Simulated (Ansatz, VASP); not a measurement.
F: VASP beside Ansatz

Contents of INCAR:

```
  PREC = Accurate
  ENCUT = 520
  EDIFF = 1E-6
  ISMEAR = 0
  SIGMA = 0.05
  LREAL = F
  LASPH = T
  NELM = 100
  ALGO = Normal
  ISIF = 2
  LWAVE = F
  LCHARG = T
  GGA = PS
  LELF = T
  LVHAR = T
  NBANDS = 22
```

Contents of KPOINTS:

```
Automatic mesh
0
Gamma
  4 4 2
```

Contents of POSCAR:

```
F
1.0
    2.9783613687     -1.7961871511     -0.2297169226
    2.9783613687      1.7961871511     -0.2297169226
   -2.2142317686      0.0000000000      7.1827699476
F
4
Direct
    0.0848459664      0.0848459664      0.0940038325
    0.9151540336      0.9151540336      0.9059961675
    0.5015719855      0.5015719855      0.5937195244
    0.4984280145      0.4984280145      0.4062804756
```

Input for Ansatz:

```yaml
crystal:
  lattice:
    - [2.9783613687, -1.7961871511, -0.2297169226]
    - [2.9783613687, 1.7961871511, -0.2297169226]
    - [-2.2142317686, 0.0, 7.1827699476]
  atoms:
    - { symbol: F, position: [0.0848459664, 0.0848459664, 0.0940038325] }
    - { symbol: F, position: [0.9151540336, 0.9151540336, 0.9059961675] }
    - { symbol: F, position: [0.5015719855, 0.5015719855, 0.5937195244] }
    - { symbol: F, position: [0.4984280145, 0.4984280145, 0.4062804756] }
basis:
  ecutwfc: 520.0
kpoints:
  mp_grid: { grid: [4, 4, 2] }
hamiltonian:
  xc: pbesol
scf:
  occupations: { method: gaussian, width: 0.05 }
output:
  forces: true
  stress: true
  eigenvalues: true
```

Change from the starting cell: volume 18.756 Å^3 an atom, stretch along a over the lengths across it, relative to the relaxed cell 0.9530.

Alike in both runs: task single point; functional PBEsol; k mesh 4 × 4 × 2; occupations gaussian, width 0.05 eV; no spin polarisation.

|  | VASP | Ansatz |
| --- | --- | --- |
| version | VASP 6.6.1 | Ansatz 0.2.0 |
| potentials or method | VASP PAW PBE potentials, release 64 (F), cutoff 520 eV | scalar-relativistic, plane waves, PAW |
| valence electrons in the cell | 28 | 28 |

```csv
,VASP,Ansatz,Ansatz less VASP
gap on the k mesh at the Fermi level (eV),2.95,3.03,+0.079
least direct gap on the mesh (eV),3.03,3.11,+0.079
pressure (GPa),0.2,-0.2,-0.36
"traceless stress, the component that is largest in VASP (GPa)",1.11,-0.31,-1.417
rms of the force components (eV/Å),0.199,0.048,-0.1508
```

VASP's potentials were made for PBE, not for PBEsol. Atom by atom the forces differ by 0.247 eV/Å (rms over components). One of these differences is far larger than is usual between the two programs; its cause wasn't traced. With one functional, cell and mesh, what is left measures potentials, basis and numerics.

The k mesh is coarse, so the values compare programs but aren't converged.
